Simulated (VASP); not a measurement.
# Hg: single point with LDA

Hg:

```xyz
1
Lattice="1.7350 1.0075 2.2340 -1.7250 0.9902 2.2340 -0.0100 -1.9976 2.2340" Properties=species:S:1:pos:R:3 pbc="T T T"
Hg    0.0000    0.0000    0.0000
```

This cell differs from its parent crystal: strain +0.0100 x Voigt [0, 0, 0, 0, 0, 1].

| Item | Value |
| --- | --- |
| Program | VASP 6.6.1 |
| Task | single point |
| Functional | LDA |
| Potentials or basis | VASP PAW LDA potentials, release 64 (Hg_sv_GW) |
| Cutoff | 550 eV |
| k mesh | 18 × 18 × 18 |
| Occupations | gaussian, width 0.15 eV |
| Spin | no spin polarisation |

* Pressure: -1.7 GPa
* Band gap on the k mesh: zero (bands 10 and 11 overlap by 3.30 eV)

Stress tensor (GPa, compression positive):
```
-1.32 -0.06 -0.01
-0.06 -1.32  0.00
-0.01  0.00 -2.61
```

Levels at points of the mesh, in eV from the Fermi level:
| k point | band 8 | band 9 | band 10 | band 11 | band 12 | band 13 |
| --- | --- | --- | --- | --- | --- | --- |
| (0.00, 0.00, 0.00) | -6.46 | -6.29 | -6.28 | 11.67 | 12.28 | 12.46 |
| (0.50, 0.00, 0.00) | -6.34 | -5.95 | -2.27 | -2.15 | 12.02 | 12.49 |
| (0.00, 0.50, 0.00) | -6.34 | -5.94 | -2.16 | -2.11 | 11.85 | 12.25 |
| (0.50, 0.50, 0.00) | -6.00 | -5.47 | -0.26 | 0.75 | 4.58 | 9.73 |
| (0.00, 0.00, 0.50) | -6.34 | -5.95 | -2.22 | -2.13 | 11.93 | 12.37 |
| (0.50, 0.00, 0.50) | -5.99 | -5.48 | -0.22 | 0.78 | 4.47 | 9.76 |
| (0.00, 0.50, 0.50) | -6.01 | -5.47 | -0.29 | 0.73 | 4.69 | 9.69 |
| (0.50, 0.50, 0.50) | -5.58 | -5.57 | -0.30 | 1.26 | 9.11 | 9.26 |

Wall time 7.4 min on 1 thread of Intel(R) Xeon(R) Platinum 8259CL CPU @ 2.50GHz (Skylake/Cascade Lake) (shared host), peak memory 1.4 GiB.

Caveat: the cell differs from its parent crystal (strain +0.0100 x Voigt [0, 0, 0, 0, 0, 1]); spin-orbit coupling is left out, which moves the levels of the heavy elements.
